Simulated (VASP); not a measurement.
Set up this calculation in VASP 6.6.1, as the native input.

| Item | Value |
| --- | --- |
| Task | single point |
| Functional | PBE |
| Potentials or basis | VASP PAW PBE potentials, release 64 (Al, N) |
| Cutoff | 520 eV |
| k mesh | 3 × 3 × 3 |
| Occupations | gaussian, width 0.1 eV |
| Spin | no spin polarisation |
| Dipole correction | no |
| Further INCAR settings | LREAL = Auto; ALGO = Normal; EDIFF = 1e-06; NBANDS = 72 |

The structure of Al32N (a cell with a defect) lies in POSCAR:

```
Al32N
1.0
    8.1000000000      0.0000000000      0.0000000000
    0.0000000000      8.1000000000      0.0000000000
    0.0000000000      0.0000000000      8.1000000000
Al N
32 1
Direct
    0.5000161302      0.0001310209     -0.0022008363
    0.7487657366      0.2513564961     -0.0013381438
    0.7444841031      0.0001822469      0.2498533223
    0.0000212531      0.0001833455     -0.0058141908
    0.2512725947      0.2513680540     -0.0013496736
    0.5000221445      0.5001985724      0.0002664975
    0.7488877254      0.7489825135     -0.0012179152
    0.2555828053      0.0001826611      0.2498529214
    0.5000162437      0.2522330961      0.2498934785
    0.7479408897      0.5001432098      0.2498946342
    0.5000165839      0.0001304615      0.5019377668
    0.7488564768      0.2512670652      0.5010676769
    0.7479431188      0.0001301467      0.7498856677
    0.0000153594      0.5001420399     -0.0022086997
    0.2511500303      0.7489713431     -0.0012278894
    0.0000212861      0.2558982850      0.2498520409
    0.2520966750      0.5001423249      0.2498945733
    0.5000167543      0.7480976909      0.2498943312
    0.0000207328      0.0001803232      0.5053141482
    0.2511814304      0.2512773821      0.5010788717
    0.5000212301      0.5001893137      0.4995007125
    0.7489681020      0.7490695197      0.5009504396
    0.2520942250      0.0001302031      0.7498863055
    0.5000221090      0.2497619801      0.7498424285
    0.7503993713      0.5001960087      0.7498441031
    0.0000206189      0.7447493826      0.2498557482
    0.0000152482      0.5001476575      0.5019414603
    0.2510695117      0.7490592726      0.5009603846
    0.0000154186      0.2522381595      0.7498856098
    0.2496338583      0.5001972067      0.7498431928
    0.5000209021      0.7505279204      0.7498517035
    0.0000152574      0.7480958767      0.7498810203
    0.0000603833      1.0006244199      0.2495293392
```

One way to write it, as run:

INCAR

```
PREC = Accurate
ENCUT = 520
EDIFF = 1E-6
ISMEAR = 0
SIGMA = 0.1
LREAL = Auto
LASPH = True
NELM = 120
ALGO = Normal
ISIF = 2
LWAVE = False
LCHARG = False
GGA = PE
NBANDS = 72
GGA_COMPAT = False
```

KPOINTS

```
Automatic mesh
0
Gamma
  3 3 3
```

Potentials or basis: VASP PAW PBE potentials, release 64 (Al, N).

Command:

```console
$ cat potpaw_PBE.64/Al/POTCAR potpaw_PBE.64/N/POTCAR > POTCAR
$ mpirun -np 1 vasp_std > vasp.out
```

Results of the run:

```
Pressure               : -0.1 GPa
Largest force          : 0.008 eV/Å
Band gap on the k mesh : zero (an odd number of electrons rules out a gap without spin polarisation)
```

Run time: 11 min on 1 thread of AMD EPYC 7R13 Processor (Zen 3), with other jobs on the host, peak memory 0.63 GiB.
